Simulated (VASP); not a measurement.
# Rh (I4/mmm) in VASP: a series of runs

Runs on Rh. Level: PBE. Tasks: single point.

All numbers are computed with VASP 6.6.1; they aren't measurements. Logs are shortened: lines on timing, memory, paths and dates and some standing lists are left out, and cuts for length are marked.

## (1) The cell of the first run

The structure is tetragonal, space group I4/mmm (No. 139). Conventional cell: a = 2.708 Å, b = 2.708 Å, c = 4.117 Å, α = 90.00°, β = 90.00°, γ = 90.00°. Rh (site symmetry 4/mmm) has 12 Rh at 2.71 to 2.81 Å within 3.6 Å.

## (2) Single point, PBE (strain +0.0750 x Voigt [0, 1, 0, 0, 0, 0])

Contents of INCAR:

```
PREC = Accurate
ENCUT = 520
EDIFF = 1E-7
ISMEAR = 0
SIGMA = 0.15
LREAL = F
LASPH = T
NELM = 100
ALGO = Fast
ISIF = 2
LWAVE = F
LCHARG = F
GGA = PE
NBANDS = 14
```

Contents of KPOINTS:

```
regular mesh
0
Gamma
  26 26 26
```

Contents of POSCAR:

```
Rh
1.0
    0.0000000000      2.0585878174      1.9149654115
    1.9149654115      0.0000000000      1.9149654115
    1.9149654115      2.0585878174      0.0000000000
Rh
1
Direct
    0.0000000000      0.0000000000      0.0000000000
```

Potentials or basis: VASP PAW PBE potentials, release 64 (Rh_pv).

On the command line:

```sh
$ cat potpaw_PBE.64/Rh_pv/POTCAR > POTCAR
$ mpirun -np 1 vasp_std > vasp.out
```

OUTCAR:

```text
PREC = Accurate
   ENCUT = 520
   EDIFF = 1E-7
   ISMEAR = 0
   LREAL = F
   LASPH = T
   NELM = 100
   ISIF = 2
   GGA = PE

 ion  position               nearest neighbor table
   1  0.000  0.000  0.000-

  LATTYP: Found a body centered tetragonal cell.
 ALAT       =     2.7081700564
 C/A-ratio  =     1.5202795796

  Lattice vectors:

 A1 = (   0.0000000000,  -2.0585878174,   1.9149654115)
 A2 = (   0.0000000000,  -2.0585878174,  -1.9149654115)
 A3 = (   1.9149654115,   2.0585878174,   0.0000000000)

Analysis of symmetry for initial positions (statically):
=====================================================================
 Subroutine PRICEL returns:
 Original cell was already a primitive cell.

 Routine SETGRP: Setting up the symmetry group for a
 body centered tetragonal supercell.

 Subroutine GETGRP returns: Found 16 space group operations
 (whereof 16 operations were pure point group operations)
 out of a pool of 16 trial point group operations.

The static configuration has the point symmetry D_4h.

Analysis of symmetry for dynamics (positions and initial velocities):
=====================================================================
 Subroutine PRICEL returns:
 Original cell was already a primitive cell.

 Routine SETGRP: Setting up the symmetry group for a
 body centered tetragonal supercell.

 Subroutine GETGRP returns: Found 16 space group operations
 (whereof 16 operations were pure point group operations)
 out of a pool of 16 trial point group operations.

The dynamic configuration has the point symmetry D_4h.

 Subroutine INISYM returns: Found 16 space group operations
 (whereof 16 operations are pure point group operations),
 and found     1 'primitive' translations

----------------------------------------------------------------------------------------

                                     Primitive cell

  volume of cell :      15.0981

  direct lattice vectors                    reciprocal lattice vectors
     0.000000000  2.058587817  1.914965412    -0.261101322  0.242884950  0.261101322
     1.914965412  0.000000000  1.914965412     0.261101322 -0.242884950  0.261101322
     1.914965412  2.058587817  0.000000000     0.261101322  0.242884950 -0.261101322

  length of vectors
     2.811561191  2.708170056  2.811561191     0.441973868  0.441973868  0.441973868

  position of ions in fractional coordinates (direct lattice)
     0.000000000  0.000000000  0.000000000

  ion indices of the primitive-cell ions
   primitive index   ion index
                 1           1

----------------------------------------------------------------------------------------

 KPOINTS: regular mesh

Automatic generation of k-mesh.
 Grid dimensions read from file:
 generate k-points for:   26   26   26

 Generating k-lattice:

  Cartesian coordinates                     Fractional coordinates (reciprocal lattice)
    -0.010042359  0.009341729  0.010042359     0.038461538  0.000000000  0.000000000
     0.010042359 -0.009341729  0.010042359     0.000000000  0.038461538  0.000000000
     0.010042359  0.009341729 -0.010042359     0.000000000  0.000000000  0.038461538

  Length of vectors
     0.016998995  0.016998995  0.016998995

  Shift w.r.t. Gamma in fractional coordinates (k-lattice)
     0.000000000  0.000000000  0.000000000

 Subroutine IBZKPT returns following result:
 ===========================================

 Found   1330 irreducible k-points:

 Following reciprocal coordinates:
            Coordinates               Weight
  0.000000  0.000000  0.000000      1.000000
  0.038462  0.000000 -0.000000      8.000000
  0.076923  0.000000 -0.000000      8.000000
  0.115385  0.000000  0.000000      8.000000
  0.153846  0.000000 -0.000000      8.000000
  0.192308  0.000000 -0.000000      8.000000
[... 16 lines left out ...]
  0.346154  0.038462  0.000000     16.000000
  0.384615  0.038462  0.000000     16.000000
 [... further k-points ...]
   k-points           NKPTS =   1330   k-points in BZ     NKDIM =   1330   number of bands    NBANDS=     14
   number of dos      NEDOS =    301   number of ions     NIONS =      1
   total plane-waves  NPLWV =  11520
   dimension x,y,z NGX =    24 NGY =   20 NGZ =   24
   dimension x,y,z NGXF=    48 NGYF=   40 NGZF=   48
   ions per type =               1
   NGX,Y,Z   is equivalent  to a cutoff of  14.19, 12.28, 14.19 a.u.
   NGXF,Y,Z  is equivalent  to a cutoff of  28.38, 24.55, 28.38 a.u.
 SYSTEM =  unknown system
   PREC   = accura    normal or accurate (medium, high low for compatibility)
   ISTART =      0    job   : 0-new  1-cont  2-samecut
   ICHARG =      2    charge: 1-file 2-atom 10-const
   ISPIN  =      1    spin polarized calculation?
   LNONCOLLINEAR =      F non collinear calculations
   LSORBIT =      F    spin-orbit coupling
   LASPH  =      T    aspherical Exc in radial PAW
   ENCUT  =  520.0 eV  38.22 Ry    6.18 a.u.   5.23  5.04  5.23*2*pi/ulx,y,z
   NELM   =    100;   NELMIN=  2; NELMDL= -5     # of ELM steps
   EDIFF  = 0.1E-06   stopping-criterion for ELM
   LREAL  =      F    real-space projection
   EDIFFG = 0.1E-05   stopping-criterion for IOM
   NSW    =      0    number of steps for IOM
   IBRION =     -1    ionic relax: 0-MD 1-quasi-New 2-CG
   NFREE  =      0    steps in history (QN), initial steepest desc. (CG)
   ISIF   =      2    stress and relaxation
   ISYM   =      2    0-nonsym 1-usesym 2-fastsym
   POTIM  = 0.5000    time-step for ionic-motion
   TEBEG  =    0.0;   TEEND  =   0.0 temperature during run
   PSTRESS=    0.0 pullay stress
   NELECT =      15.0000    total number of electrons
   NUPDOWN=      -1.0000    fix difference up-down
   EMIN   =  10.00;   EMAX   =-10.00  energy-range for DOS
   EFERMI =   0.00;   METHOD = LEGACY
   ISMEAR =     0;   SIGMA  =   0.15  broadening in eV -4-tet -1-fermi 0-gaus
   EFERMI_NEDOS =   21; number of points for ismear=-14 and -15
   IALGO  =     68    algorithm
   IMIX   =      4    mixing-type and parameters
     AMIX     =   0.40;   BMIX     =  1.00
     AMIX_MAG =   1.60;   BMIX_MAG =  1.00
  volume/ion in A,a.u.               =      15.10       101.89
  Fermi-wavevector in a.u.,A,eV,Ry     =   1.633546  3.086955 36.306794  2.668474
  Thomas-Fermi vector in A             =   2.725333
   LORBIT       =      0    0 simple, 1 ext, 2 COOP (PROOUT), +10 PAW based schemes
   GGA     = PE    functional components
   LHFCALC =     F    Hartree Fock is set to
   AEXX    =    0.0000 exact exchange contribution
   IVDW    =     0    specifies the selected vdW correction
   LEPSILON=     F    determine dielectric tensor
   LRPA    =     F    only Hartree local field effects (RPA)
 non-spin polarized calculation
 RMM-DIIS sequential band-by-band and
 Gauss-broadening in eV      SIGMA  =   0.15
  energy-cutoff  :      520.00
  volume of cell :       15.10
 maximum number of plane-waves:       419
 NGX is ok and might be reduce to    24
   NGX = 11   NGY =  9   NGZ = 11

 number of electron      14.9999999 magnetization

 Free energy of the ion-electron system (eV)
  ---------------------------------------------------
  ext. energy  EPLUGINS =         0.00000000
  ---------------------------------------------------
  free energy    TOTEN  =        -7.18188271 eV

  energy without entropy =       -7.16396157  energy(sigma->0) =       -7.17292214

 E-fermi :  10.2581     XC(G=0): -13.4334

 val. band max:       10.2578305087   @ k =   0.5000   0.3846   0.0385
 cond. band min:      10.2581295472   @ k =   0.4231  -0.1538   0.3846
 fundamental gap:      0.0002990385
 Fermi energy:        10.2581086660

 k-point     1 :       0.0000    0.0000    0.0000
  band No.  band energies     occupation
      1     -35.9632      2.00000
      2     -35.9301      2.00000
      3     -35.9301      2.00000
      4       2.9860      2.00000
      5       7.1507      2.00000
      6       7.8745      2.00000
      7       7.8745      2.00000
      8       8.9572      2.00000
      9       9.8061      1.99998
     10      26.3688      0.00000
     11      30.0176      0.00000
     12      31.0973      0.00000
     13      31.8614      0.00000
     14      31.8614      0.00000

 k-point     2 :       0.0385    0.0000   -0.0000
  band No.  band energies     occupation
      1     -35.9665      2.00000
      2     -35.9363      2.00000
      3     -35.9308      2.00000
      4       3.0411      2.00000
      5       7.1624      2.00000
      6       7.8598      2.00000
      7       7.8947      2.00000
      8       8.9519      2.00000
      9       9.7897      1.99999
     10      26.4400      0.00000
     11      29.9831      0.00000
     12      31.0962      0.00000
     13      31.5962      0.00000
     14      31.9355      0.00000

 k-point     3 :       0.0769    0.0000   -0.0000
  band No.  band energies     occupation
      1     -35.9799      2.00000
      2     -35.9507      2.00000
      3     -35.9328      2.00000
      4       3.2034      2.00000
      5       7.1906      2.00000
      6       7.8226      2.00000
      7       7.9529      2.00000
      8       8.9420      2.00000
      9       9.7445      2.00000
     10      26.6393      0.00000
     11      29.6847      0.00000
     12      31.0933      0.00000
     13      31.2380      0.00000
     14      32.1531      0.00000
[... 324 lines left out ...]
 k-point    23 :       0.3462    0.0385    0.0000
  band No.  band energies     occupation
      1     -36.3453      2.00000
      2     -36.0332      2.00000
      3     -35.9675      2.00000
      4       5.0406      2.00000
      5       7.4646      2.00000
      6       8.1068      2.00000
      7       8.4233      2.00000
      8      10.0750      1.91574
      9      10.2225      1.26298
     10      21.8566      0.00000
     11      26.6998      0.00000
     12      31.0965      0.00000
     13      31.6185      0.00000
     14      33.3350      0.00000

 k-point    24 :       0.3846    0.0385    0.0000
  band No.  band energies     occupation
      1     -36.3948      2.00000
      2     -36.0423      2.00000
      3     -35.9725      2.00000
      4       5.0275      2.00000
      5       7.3858      2.00000
      6       8.0198      2.00000
      7       9.0501      2.00000
      8      10.3817      0.24404
      9      10.5330      0.00954
     10      20.5854      0.00000
     11      26.3043      0.00000
     12      31.0535      0.00000
     13      31.0979      0.00000
     14      32.5542      0.00000

 [... further k-points ...]
[... 5 lines left out ...]
  --------------------------------------------------------------------------------------
  -------------------------------------------------------------------------------------
  Total       -0.9393861     -2.2295384     -0.9393861     -0.0000000     -0.0000000      0.0000000
  in kB      -99.6858392   -236.5943027    -99.6858392     -0.0000000     -0.0000000      0.0000000
  external PRESSURE =    -145.3219937 kB  Pullay stress =       0.0000000 kB

 VOLUME and BASIS-vectors are now :
 -----------------------------------------------------------------------------
  energy-cutoff  :      520.00
  volume of cell :       15.10
      direct lattice vectors                 reciprocal lattice vectors
     0.000000000  2.058587817  1.914965412    -0.261101322  0.242884950  0.261101322
     1.914965412  0.000000000  1.914965412     0.261101322 -0.242884950  0.261101322
     1.914965412  2.058587817  0.000000000     0.261101322  0.242884950 -0.261101322

 POSITION                                       TOTAL-FORCE (eV/Angst)
 -----------------------------------------------------------------------------------
      0.00000      0.00000      0.00000        -0.000000      0.000000      0.000000
 -----------------------------------------------------------------------------------
    total drift:                                0.000000     -0.000000      0.000000

  FREE ENERGIE OF THE ION-ELECTRON SYSTEM (eV)
  ---------------------------------------------------
  free  energy   TOTEN  =        -7.1818827126 eV

  energy  without entropy=       -7.1639615704  energy(sigma->0) =       -7.17292214
```

It took 2.9 min on 1 thread of Intel Xeon Platinum 8259CL at 2.50GHz (Skylake/Cascade Lake), shared host; peak memory 0.35 GiB.

What came out:

```
Free energy            : -7.1819 eV
Pressure               : -14.5 GPa
Band gap on the k mesh : zero (an odd number of electrons rules out a gap without spin polarisation)
```

Stress tensor (GPa, compression positive):
```
 -9.97   0.00   0.00
  0.00 -23.66   0.00
  0.00   0.00  -9.97
```

Levels at points of the mesh, in eV from the Fermi level:
```
           k point  band 4  band 5  band 6  band 7  band 8  band 9  band 10  band 11
(0.00, 0.00, 0.00)   -7.27   -3.11   -2.38   -2.38   -1.30   -0.45    16.11    19.76
(0.50, 0.00, 0.00)   -5.36   -3.04   -2.35    0.34    0.64    0.87     7.78    15.35
(0.50, 0.50, 0.00)   -5.47   -5.12    0.40    0.53    1.17    3.67    11.80    12.13
(0.50, 0.00, 0.50)   -5.47   -5.13    0.52    0.80    0.80    2.27     9.90    13.67
```

Caveat: the cell differs from its parent crystal (strain +0.0750 x Voigt [0, 1, 0, 0, 0, 0]); the cell stands under tension.

## (3) Single point, PBE (strain +0.0875 x Voigt [0, 1, 0, 0, 0, 0])

Contents of INCAR:

```
SYSTEM = Rh
  PREC = Accurate
  ENCUT = 520
  EDIFF = 1E-6
  ISMEAR = 0
  SIGMA = 0.15
  LREAL = .False.
  LASPH = .True.
  NELM = 80
  ALGO = Fast
  ISIF = 2
  LWAVE = .False.
  LCHARG = .False.
  GGA = PE
  NBANDS = 14
```

Contents of KPOINTS:

```
Automatic mesh
0
Gamma
  26 26 26
  0 0 0
```

Contents of POSCAR:

```
Rh
1.0
    0.0000000000      2.0825248850      1.9149654115
    1.9149654115      0.0000000000      1.9149654115
    1.9149654115      2.0825248850      0.0000000000
Rh
1
Direct
    0.0000000000      0.0000000000      0.0000000000
```

Potentials or basis: VASP PAW PBE potentials, release 64 (Rh_pv).

On the command line:

```sh
$ cat potpaw_PBE.64/Rh_pv/POTCAR > POTCAR
$ mpirun -np 1 vasp_std > vasp.out
```

Wall time 3.6 min (1 thread of Intel Xeon 8259CL, shared host); peak memory 0.36 GiB.

It converged, with:

* Free energy: -7.1546 eV
* Pressure: -16.3 GPa
* Band gap on the k mesh: zero (an odd number of electrons rules out a gap without spin polarisation)

Stress tensor (GPa, compression positive):
```
-11.20   0.00   0.00
  0.00 -26.45   0.00
  0.00   0.00 -11.20
```

Levels at points of the mesh, in eV from the Fermi level:
```
           k point  band 3  band 4  band 5  band 6  band 7  band 8  band 9  band 10  band 11  band 12
(0.00, 0.00, 0.00)  -46.16   -7.19   -3.12   -2.29   -2.29   -1.35   -0.38    16.14    19.54    20.88
(0.50, 0.00, 0.00)  -46.20   -5.27   -3.03   -2.25    0.31    0.64    0.90     7.68    15.28    19.84
(0.50, 0.50, 0.00)  -46.35   -5.38   -5.02    0.38    0.47    1.20    3.74    11.77    11.99    12.59
(0.50, 0.00, 0.50)  -46.30   -5.37   -5.04    0.52    0.77    0.77    2.14     9.59    13.74    13.74
```

Caveat: the cell differs from its parent crystal (strain +0.0875 x Voigt [0, 1, 0, 0, 0, 0]); the cell stands under tension.
